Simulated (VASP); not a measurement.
Runs of VASP 6.6.1 on Ba. The structure is that of space group Fd-3m (No. 227), or close to it. The cells are those of the table. 

```csv
task,cell,k mesh for the DOS,occupations for the DOS,gap on the mesh (eV),pressure (GPa)
single point,"a = 5.429 Å, angles 60.0°, 2 atoms",-,-,none,(a)
single point,"a = 4.821 Å, angles 60.0°, 2 atoms",-,-,none,12.3
single point,"a = 4.000 Å, angles 60.0°, 2 atoms",-,-,none,136.4
single point,"a = 4.309 Å, angles 60.0°, 2 atoms",-,-,none,59.3
```

Alike in all rows: level PBE; potentials or basis VASP PAW PBE potentials, release 64 (Ba_sv); no spin polarisation; k mesh 9 × 9 × 9; cutoff (eV) 520; smearing fermi-dirac 0.05 eV.

Fill in the values left out.

(a) 0.4.

Caveats: spin-orbit coupling is left out, which moves the levels of the heavy elements.

A k mesh can miss the band edges, and the runs leave out spin-orbit coupling on Ba.

A gap of «none» marks levels without a gap at the run's occupations.
